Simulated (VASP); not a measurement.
# TiAl (P-6m2) in VASP: a series of runs, part 2 of 2

VASP 6.6.1. The steps go on from the part before.

### Step 3. Single point, PBEsol

INCAR

```
SYSTEM = TiAl
ALGO     = Normal         ! electronic algorithm
EDIFF    = 1E-6           ! SCF threshold, eV
ENCUT    = 520            ! plane-wave cutoff, eV
GGA      = PS             ! functional
ISIF     = 2              ! what is computed and relaxed
ISMEAR   = -1             ! smearing method
LASPH    = .TRUE.         ! aspherical terms in the spheres
LCHARG   = .FALSE.        ! write CHGCAR
LREAL    = .FALSE.        ! projectors in reciprocal space
LWAVE    = .FALSE.        ! write WAVECAR
NBANDS   = 14             ! bands
NELM     = 60             ! most SCF steps
PREC     = Accurate       ! precision mode
SIGMA    = 0.05           ! smearing width, eV
```

KPOINTS

```
k-points
0
G
  11 11 6
  0 0 0
```

POSCAR

```
TiAl
1.0
    2.8672622300      0.0000000000      0.0000000000
   -1.4336311200      2.4831219300      0.0000000000
    0.0000000000      0.0000000000      4.6780830000
Ti Al
1 1
Direct
    0.0000000000      0.0000000000      0.0000000000
    0.3333333333      0.6666666667      0.5000000000
```

Potentials or basis: VASP PAW PBE potentials, release 64 (Ti_sv, Al).

Launch:

```
> cat potpaw_PBE.64/Ti_sv/POTCAR potpaw_PBE.64/Al/POTCAR > POTCAR
> mpirun -np 1 vasp_std > vasp.out
```

OUTCAR:

```text
SYSTEM = TiAl
   EDIFF = 1E-6
   ENCUT = 520
   GGA = PS
   ISIF = 2
   ISMEAR = -1
   LASPH = .TRUE.
   LREAL = .FALSE.
   NELM = 60
   PREC = Accurate

 ion  position               nearest neighbor table
   1  0.000  0.000  0.000-   2 2.87   2 2.87   2 2.87   2 2.87   2 2.87   2 2.87
   2  0.333  0.667  0.500-   1 2.87   1 2.87   1 2.87   1 2.87   1 2.87   1 2.87

  LATTYP: Found a hexagonal cell.
 ALAT       =     2.8672622300
 C/A-ratio  =     1.6315504564

  Lattice vectors:

 A1 = (   2.8672622300,   0.0000000000,   0.0000000000)
 A2 = (  -1.4336311200,   2.4831219300,   0.0000000000)
 A3 = (   0.0000000000,   0.0000000000,   4.6780830000)

Analysis of symmetry for initial positions (statically):
=====================================================================
 Subroutine PRICEL returns:
 Original cell was already a primitive cell.

 Routine SETGRP: Setting up the symmetry group for a
 hexagonal supercell.

 Subroutine GETGRP returns: Found 12 space group operations
 (whereof 12 operations were pure point group operations)
 out of a pool of 24 trial point group operations.

The static configuration has the point symmetry D_3h.

Analysis of symmetry for dynamics (positions and initial velocities):
=====================================================================
 Subroutine PRICEL returns:
 Original cell was already a primitive cell.

 Routine SETGRP: Setting up the symmetry group for a
 hexagonal supercell.

 Subroutine GETGRP returns: Found 12 space group operations
 (whereof 12 operations were pure point group operations)
 out of a pool of 24 trial point group operations.

The dynamic configuration has the point symmetry D_3h.

 Subroutine INISYM returns: Found 12 space group operations
 (whereof 12 operations are pure point group operations),
 and found     1 'primitive' translations

----------------------------------------------------------------------------------------

                                     Primitive cell

[... 114 lines left out ...]
   LORBIT       =      0    0 simple, 1 ext, 2 COOP (PROOUT), +10 PAW based schemes
   GGA     = PS    functional components
   LHFCALC =     F    Hartree Fock is set to
   AEXX    =    0.0000 exact exchange contribution
   IVDW    =     0    specifies the selected vdW correction
   LEPSILON=     F    determine dielectric tensor
   LRPA    =     F    only Hartree local field effects (RPA)
 non-spin polarized calculation
  energy-cutoff  :      520.00
  volume of cell :       33.31
 maximum number of plane-waves:       917
 NGX is ok and might be reduce to    24
   NGX = 11   NGY = 11   NGZ = 17

 number of electron      15.0000001 magnetization

 Free energy of the ion-electron system (eV)
  ---------------------------------------------------
  ext. energy  EPLUGINS =         0.00000000
  ---------------------------------------------------
  free energy    TOTEN  =       -12.93155637 eV

  energy without entropy =      -12.90786904  energy(sigma->0) =      -12.91971271

 E-fermi :   7.7464     XC(G=0): -11.0327

 val. band max:        7.7455095674   @ k =   0.4545   0.0909   0.3333
 cond. band min:       7.7520413475   @ k =   0.3636   0.2727   0.3333
 fundamental gap:      0.0065317800
 Fermi energy:         7.7464224892

 k-point     1 :       0.0000    0.0000    0.0000
  band No.  band energies     occupation
      1     -48.5310      2.00000
      2     -24.9512      2.00000
      3     -24.5296      2.00000
      4     -24.5296      2.00000
      5      -1.1404      2.00000
      6       5.4602      2.00000
      7       5.9519      2.00000
      8       9.0385      0.00000
      9       9.0385      0.00000
     10      10.5235      0.00000
     11      10.5235      0.00000
     12      11.6644      0.00000
     13      20.6607      0.00000
     14      20.6607      0.00000
[... 377 lines left out ...]
      1     -48.4856      2.00000
      2     -24.9073      2.00000
      3     -24.7986      2.00000
      4     -24.6035      2.00000
      5       0.4087      2.00000
      6       5.3876      2.00000
      7       7.2150      1.99995
      8       8.0592      0.00383
      9      10.0053      0.00000
     10      10.1453      0.00000
     11      10.2484      0.00000
     12      12.9514      0.00000
     13      14.3825      0.00000
     14      15.8649      0.00000

 [... further k-points ...]
[... 5 lines left out ...]
  --------------------------------------------------------------------------------------
  -------------------------------------------------------------------------------------
  Total       -0.4813566     -0.4813566     -0.8075352      0.0000000      0.0000000      0.0000000
  in kB      -23.1549644    -23.1549643    -38.8453180      0.0000000      0.0000000      0.0000000
  external PRESSURE =     -28.3850822 kB  Pullay stress =       0.0000000 kB

 VOLUME and BASIS-vectors are now :
 -----------------------------------------------------------------------------
  energy-cutoff  :      520.00
  volume of cell :       33.31
      direct lattice vectors                 reciprocal lattice vectors
     2.867262230  0.000000000  0.000000000     0.348764752  0.201359424  0.000000000
    -1.433631120  2.483121930  0.000000000     0.000000000  0.402718847  0.000000000
     0.000000000  0.000000000  4.678083000     0.000000000  0.000000000  0.213762774

 POSITION                                       TOTAL-FORCE (eV/Angst)
 -----------------------------------------------------------------------------------
      0.00000      0.00000      0.00000         0.000000     -0.000000      0.000000
     -0.00000      1.65541      2.33904        -0.000000      0.000000      0.000000
 -----------------------------------------------------------------------------------
    total drift:                                0.000000     -0.000000      0.000000

  FREE ENERGIE OF THE ION-ELECTRON SYSTEM (eV)
  ---------------------------------------------------
  free  energy   TOTEN  =       -12.9315563727 eV

  energy  without entropy=      -12.9078690404  energy(sigma->0) =      -12.91971271
```

Run time: 20 s. Hardware: 1 thread of Intel Xeon Platinum 8488C (Sapphire Rapids), shared host; peak memory 0.17 GiB.

Results:

```
Free energy : -12.9316 eV
Pressure    : -2.8 GPa
```

Levels at points of the mesh, in eV from the Fermi level:
| k point | band 4 | band 5 | band 6 | band 7 | band 8 | band 9 | band 10 | band 11 |
| --- | --- | --- | --- | --- | --- | --- | --- | --- |
| (0.00, 0.00, 0.00) | -32.28 | -8.89 | -2.29 | -1.79 | 1.29 | 1.29 | 2.78 | 2.78 |
| (0.00, 0.00, 0.50) | -32.28 | -7.99 | -5.25 | -0.41 | 1.30 | 1.30 | 2.70 | 2.70 |

Caveat: the PAW data sets were made with another functional, which shifts forces and pressure a little.

### Step 4. Single point, BLYP

INCAR

```
PREC = Accurate
ENCUT = 520
EDIFF = 1E-7
ISMEAR = -1
SIGMA = 0.05
LREAL = F
LASPH = T
NELM = 100
ALGO = Normal
ISIF = 2
LWAVE = F
LCHARG = F
GGA = B5
ALDAX = 1.0
AGGAX = 1.0
AGGAC = 1.0
ALDAC = 0.0
NBANDS = 14
```

KPOINTS

```
Automatic mesh
0
Gamma
  11 11 6
```

POSCAR is that of step 3.

Launch:

```
> cat potpaw_PBE.64/Ti_sv/POTCAR potpaw_PBE.64/Al/POTCAR > POTCAR
> mpirun -np 1 vasp_std > vasp.out
```

Run time: 31 s. Hardware: 1 thread of Intel Xeon Platinum 8488C (Sapphire Rapids), shared host; peak memory 0.17 GiB.

The run converged. Its results:

- Free energy: -9.9693 eV
- Pressure: 3.3 GPa

Stress tensor (GPa, compression positive):
```
3.65 0.00 0.00
0.00 3.65 0.00
0.00 0.00 2.47
```

Levels at points of the mesh, in eV from the Fermi level:
| k point | band 5 | band 6 | band 7 | band 8 | band 9 | band 10 |
| --- | --- | --- | --- | --- | --- | --- |
| (0.00, 0.00, 0.00) | -8.87 | -2.25 | -1.72 | 1.19 | 1.19 | 2.69 |
| (0.00, 0.00, 0.50) | -8.02 | -5.12 | -0.48 | 1.21 | 1.21 | 2.62 |

Caveat: the PAW data sets were made with another functional, which shifts forces and pressure a little.

### Step 5. Summary

```tsv
level	potentials or basis	gap on the mesh (eV)	pressure (GPa)
LDA	VASP PAW LDA potentials, release 64 (Ti_sv, Al)	none	-6.0
PBEsol	VASP PAW PBE potentials, release 64 (Ti_sv, Al)	none	-2.8
BLYP	VASP PAW PBE potentials, release 64 (Ti_sv, Al)	none	3.3
```

Alike in all rows: task single point; no spin polarisation; cell as given; k mesh 11 × 11 × 6; cutoff (eV) 520; smearing fermi-dirac 0.05 eV.

Caveats: the PAW data sets were made with another functional, which shifts forces and pressure a little (some runs).

Total energies depend on the potentials used, so only differences within one code and one set of settings carry meaning.
